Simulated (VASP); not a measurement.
The system is Al3N2.

```
Al N
1.0
     1.55217    0.89614    7.19508
    -1.55217    0.89614    7.19508
     0.00000   -1.79229    7.19508
Al N
3 2
Direct
  0.00000 0.00000 0.00000
  0.20950 0.20950 0.20950
  0.79050 0.79050 0.79050
  0.40000 0.40000 0.40000
  0.60000 0.60000 0.60000
```

| Quantity | Value |
| --- | --- |
| Program | VASP 6.6.1 |
| Task | relaxation of cell and atoms |
| Functional | PBE |
| Potentials or basis | VASP PAW PBE potentials, release 64 (Al, N) |
| Cutoff | 600 eV |
| k mesh | 6 × 6 × 6 |
| Occupations | gaussian, width 0.1 eV |
| Spin | no spin polarisation |

At the start: pressure -21.3 GPa; volume 12.01 Å³/atom.

Problem. How do energy, volume and symmetry change on relaxing?

Solution. Over 8 steps the energy falls by 379.9 meV/atom and the volume is 10.01 Å³/atom (-16.7 %); space group R-3m (No. 166, to 0.1 Å) before and after.

The path:
```tsv
step	energy change (eV)	largest force (eV/Å)	pressure (GPa)	volume (Å³)
1	0.0000	3.7946	-21.33	60.05
2	-1.3233	3.0083	15.49	47.19
3	-1.4742	2.5721	2.59	49.88
4	-1.8786	0.2306	4.53	48.89
5	-1.8801	0.1358	4.81	48.83
6	-1.8912	0.0665	-3.04	50.85
7	-1.8989	0.0902	-0.11	50.05
8	-1.8994	0.0371	-0.01	50.04
```

Final structure:
```cif
data_structure
_symmetry_space_group_name_H-M 'P 1'
_symmetry_Int_Tables_number 1
_cell_length_a 7.0220
_cell_length_b 7.0220
_cell_length_c 7.0220
_cell_angle_alpha 23.928
_cell_angle_beta 23.928
_cell_angle_gamma 23.928
_cell_volume 50.04
loop_
_atom_site_label
_atom_site_type_symbol
_atom_site_fract_x
_atom_site_fract_y
_atom_site_fract_z
_atom_site_occupancy
Al1 Al 0.00000 0.00000 0.00000 1
Al2 Al 0.21794 0.21794 0.21794 1
Al3 Al 0.78206 0.78206 0.78206 1
N1 N 0.39057 0.39057 0.39057 1
N2 N 0.60943 0.60943 0.60943 1
```

Caveat: the k points lie up to 0.42 Å⁻¹ apart in the final cell, too coarse for converged energies and pressures of a metal; the volume moved by over 15 % at a fixed basis, so the end points are rough.
